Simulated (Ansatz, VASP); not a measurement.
## Te3Pb4Se in VASP and in Ansatz

File INCAR:

```
ALGO     = Normal         # electronic algorithm
EDIFF    = 1E-6           # SCF threshold, eV
ENCUT    = 520            # plane-wave cutoff, eV
GGA      = PE             # functional
ISIF     = 2              # what is computed and relaxed
ISMEAR   = 0              # smearing method
LASPH    = T              # aspherical terms in the spheres
LCHARG   = F              # write CHGCAR
LREAL    = F              # projectors in reciprocal space
LWAVE    = F              # write WAVECAR
NBANDS   = 50             # bands
NELM     = 60             # most SCF steps
PREC     = Accurate       # precision mode
SIGMA    = 0.1            # smearing width, eV
```

KPOINTS

```
k-points
0
Gamma
  4 4 1
```

POSCAR

```
Te3Pb4Se
1.0
    4.5934501000      0.0000000000      0.0000000000
    0.0000000000      4.5934501000      0.0000000000
    0.0000000000      0.0000000000     12.9610083000
Te Pb Se
3 4 1
Direct
    0.0000000000      0.0000000000      0.0000000000
    0.5000000000      0.5000000000      0.2509240000
    0.5000000000      0.5000000000      0.7490760000
    0.0000000000      0.0000000000      0.7415820000
    0.5000000000      0.5000000000      0.0000000000
    0.0000000000      0.0000000000      0.2584180000
    0.5000000000      0.5000000000      0.5000000000
    0.0000000000      0.0000000000      0.5000000000
```

Input for Ansatz:

```yaml
crystal:
  lattice:
    - [4.5934501, 0.0, 0.0]
    - [0.0, 4.5934501, 0.0]
    - [0.0, 0.0, 12.9610083]
  atoms:
    - { symbol: Te, position: [0.0, 0.0, 0.0] }
    - { symbol: Te, position: [0.5, 0.5, 0.250924] }
    - { symbol: Te, position: [0.5, 0.5, 0.749076] }
    - { symbol: Pb, position: [0.0, 0.0, 0.741582] }
    - { symbol: Pb, position: [0.5, 0.5, 0.0] }
    - { symbol: Pb, position: [0.0, 0.0, 0.258418] }
    - { symbol: Pb, position: [0.5, 0.5, 0.5] }
    - { symbol: Se, position: [0.0, 0.0, 0.5] }
basis:
  ecutwfc: 420
kpoints:
  mp_grid: { grid: [4, 4, 1] }
hamiltonian:
  xc: pbe
scf:
  occupations: { method: gaussian, width: 0.1 }
  lower_state_search: "off"
output:
  forces: true
  stress: true
  eigenvalues: true
```

Alike in both runs: task single point; functional PBE; k mesh 4 × 4 × 1; occupations gaussian, width 0.1 eV; no spin polarisation.

|  | VASP | Ansatz |
| --- | --- | --- |
| version | VASP 6.6.1 | Ansatz 0.2.0 |
| potentials or method | VASP PAW PBE potentials, release 64 (Te, Pb_d, Se), cutoff 520 eV | scalar-relativistic, plane waves, PAW |
| valence electrons in the cell | 80 | 120 |

VASP gave:

| Property | Result |
| --- | --- |
| gap on the k mesh at the Fermi level (eV) | 0.44 |
| least direct gap on the mesh (eV) | 0.44 |
| pressure (GPa) | 0.6 |
| traceless stress, the component that is largest in VASP (GPa) | 3.28 |
| rms of the force components (eV/Å) | 0.017 |

Question: Estimate Ansatz's values.

Answer: gap on the k mesh at the Fermi level (eV): 0.44; least direct gap on the mesh (eV): 0.44; pressure (GPa): 0.6; traceless stress, the component that is largest in VASP (GPa): 3.27; rms of the force components (eV/Å): 0.017.

Atom by atom the forces differ by 0.000 eV/Å (rms over components). VASP's potentials hold 80 valence electrons a cell and Ansatz's 120, so a difference there can come from the potentials and not from the codes.

The k mesh is coarse, so the values compare programs but aren't converged. Spin-orbit coupling is off throughout.
